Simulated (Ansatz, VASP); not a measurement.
**CdI2: VASP beside Ansatz**

```
CELL_PARAMETERS angstrom
4.24701 0.00000 0.00000
-2.12350 3.67802 0.00000
0.00000 0.00000 6.89503
ATOMIC_POSITIONS crystal
Cd 0.00000 0.00000 0.00000
I 0.33333 0.66667 0.24939
I 0.66667 0.33333 0.75061
```

Alike in both runs: task single point; functional r2SCAN; k mesh 12 × 12 × 4; no spin polarisation.

```csv
,VASP,Ansatz
version,VASP 6.6.1,Ansatz 0.2.0
potentials or method,"VASP PAW PBE potentials, release 64 (Cd, I)","plane waves, PAW"
plane-wave cutoff (eV),550,500
occupations,"gaussian, width 0.01 eV",fixed
valence electrons in the cell,26,54
```

```csv
,VASP,Ansatz,Ansatz less VASP
gap on the k mesh at the Fermi level (eV),2.80,2.81,+0.013
pressure (GPa),0.9,0.8,-0.11
rms of the force components (eV/Å),0.009,0.002,-0.0074
```

VASP's potentials were made for PBE, not for r2SCAN. Atom by atom the forces differ by 0.011 eV/Å (rms over components). VASP's potentials hold 26 valence electrons a cell and Ansatz's 54, so a difference there can come from the potentials and not from the codes.

Spin-orbit coupling is off throughout.
